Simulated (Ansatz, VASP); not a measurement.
# BaS: VASP beside Ansatz

INCAR

```
PREC = Accurate
ENCUT = 520
EDIFF = 1E-7
ISMEAR = -1
SIGMA = 0.08
LREAL = F
LASPH = T
NELM = 150
ALGO = Normal
ISIF = 2
LWAVE = F
LCHARG = T
MAGMOM = 0 0 0 0 0 0
LORBIT = 11
LSORBIT = T
GGA_COMPAT = F
LORBMOM = T
GGA = PE
LVHAR = T
NBANDS = 28
```

KPOINTS

```
Automatic mesh
0
Gamma
  9 9 9
```

Contents of POSCAR:

```
BaS
1.0
    0.0000000000      3.5161364223      3.5161364223
    3.5161364223      0.0000000000      3.5161364223
    3.5161364223      3.5161364223      0.0000000000
Ba S
1 1
Direct
    0.0000000000      0.0000000000      0.0000000000
    0.2500000000      0.2500000000      0.2500000000
```

Input for Ansatz:

```yaml
crystal:
  lattice:
    - [0.0, 3.5161364223, 3.5161364223]
    - [3.5161364223, 0.0, 3.5161364223]
    - [3.5161364223, 3.5161364223, 0.0]
  atoms:
    - { symbol: Ba, position: [0.0, 0.0, 0.0] }
    - { symbol: S, position: [0.25, 0.25, 0.25] }
kpoints:
  mp_grid: { grid: [9, 9, 9] }
  band_path:
    path:
      - [0.0, 0.0, 0.0]
      - [-0.5, -0.5, 0.0]
      - [-0.375, -0.375, 0.25]
      - [-0.375, 0.0, 0.375]
      - [0.0, 0.0, 0.0]
      - [0.0, 0.0, 0.5]
      - [-0.5, -0.25, 0.25]
      - [-0.5, -0.5, 0.0]
    npoints: 5
scf:
  occupations: { method: fermi_dirac, width: 0.08 }
hamiltonian:
  xc: pbe
  pseudopotentials: { kind: all_electron, lapw: { basis_error: 0.00025 } }
output:
  forces: true
  stress: true
  eigenvalues: true
magnetization:
  noncollinear: true
  spin_orbit: true
```

Alike in both runs: task single point; functional PBE; k mesh 9 × 9 × 9; occupations fermi-dirac, width 0.08 eV; non-collinear spin, spin-orbit coupling.

|  | VASP | Ansatz |
| --- | --- | --- |
| version | VASP 6.6.1 | Ansatz 0.2.0 |
| potentials or method | VASP PAW PBE potentials, release 64 (Ba_sv, S), cutoff 520 eV | all-electron LAPW |

```tsv
	VASP	Ansatz	Ansatz less VASP
pressure (GPa)	0.4	0.0	-0.40
net moment per atom (μB)	0.00	0.00	0.000
```

Ansatz ran all-electron here, and VASP with PAW potentials.
